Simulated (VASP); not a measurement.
Write the native input for VASP 6.6.1 that does the following.

```
Task                               : single point
Functional                         : r2SCANh
Potentials or basis                : VASP PAW PBE potentials, release 64 (I)
Cutoff                             : 520 eV
k mesh                             : 4 × 4 × 2
Occupations                        : fermi-dirac, width 0.05 eV
Spin                               : no spin polarisation
Dipole correction                  : no
Grid for exact exchange (PRECFOCK) : Normal
Further INCAR settings             : ALGO = Normal; EDIFF = 1e-06; NBANDS = 22
Share of exact exchange            : 0.1
```

I:

```
I
1.0
     3.63503   -2.39502    0.00000
     3.63503    2.39502    0.00000
     0.00000    0.00000    9.79344
I
4
Direct
  0.64930 0.35070 0.38440
  0.14930 0.85070 0.11560
  0.35070 0.64930 0.61560
  0.85070 0.14930 0.88440
```

These files were run (other wordings do the same):

POSCAR

```
I
1.0
    3.6350350000     -2.3950200000      0.0000000000
    3.6350350000      2.3950200000      0.0000000000
    0.0000000000      0.0000000000      9.7934400000
I
4
Direct
    0.6493000000      0.3507000000      0.3844000000
    0.1493000000      0.8507000000      0.1156000000
    0.3507000000      0.6493000000      0.6156000000
    0.8507000000      0.1493000000      0.8844000000
```

INCAR.step1

```
SYSTEM = I
PREC     = Accurate       ! precision mode
ENCUT    = 520            ! plane-wave cutoff, eV
EDIFF    = 1E-5           ! SCF threshold, eV
ISMEAR   = -1             ! smearing method
SIGMA    = 0.05           ! smearing width, eV
LREAL    = .False.        ! projectors in reciprocal space
LASPH    = .True.         ! aspherical terms in the spheres
NELM     = 60             ! most SCF steps
ALGO     = Normal         ! electronic algorithm
ISIF     = 2              ! what is computed and relaxed
LWAVE    = .True.         ! write WAVECAR
NBANDS   = 22             ! bands
GGA      = PE             ! functional
```

INCAR.step2

```
SYSTEM = I
PREC     = Accurate       ! precision mode
ENCUT    = 520            ! plane-wave cutoff, eV
EDIFF    = 1E-6           ! SCF threshold, eV
ISMEAR   = -1             ! smearing method
SIGMA    = 0.05           ! smearing width, eV
LREAL    = .False.        ! projectors in reciprocal space
LASPH    = .True.         ! aspherical terms in the spheres
NELM     = 60             ! most SCF steps
ALGO     = Normal         ! electronic algorithm
ISIF     = 2              ! what is computed and relaxed
LWAVE    = .False.        ! write WAVECAR
LCHARG   = .True.         ! write CHGCAR
METAGGA  = R2SCAN         ! meta-GGA
LHFCALC  = .True.         ! exact exchange
AEXX     = 0.1            ! exact-exchange fraction
LMIXTAU  = .True.       
PRECFOCK = Normal       
LELF     = .True.         ! ELF
LVHAR    = .True.       
NBANDS   = 22             ! bands
ISTART   = 1
```

KPOINTS

```
regular mesh
0
Gamma
  4 4 2
  0 0 0
```

Potentials or basis: VASP PAW PBE potentials, release 64 (I).

Command:

```bash
$ cat potpaw_PBE.64/I/POTCAR > POTCAR
$ cp INCAR.step1 INCAR
$ mpirun -np 1 vasp_std > vasp.out
$ cp INCAR.step2 INCAR
$ mpirun -np 1 vasp_std > vasp.out
```

It gave:

The pressure is 0.9 GPa. The largest force is 0.406 eV/Å and the band gap on the k mesh is 2.09 eV (least direct gap 2.28 eV).

Caveat: the PAW data sets were made with another functional, which shifts forces and pressure a little; spin-orbit coupling is left out, which moves the levels of the heavy elements.

Run time: 63 min on 1 thread of AMD EPYC 7R43 64-Core Processor (Zen 3), with other jobs on the host, peak memory 0.33 GiB.
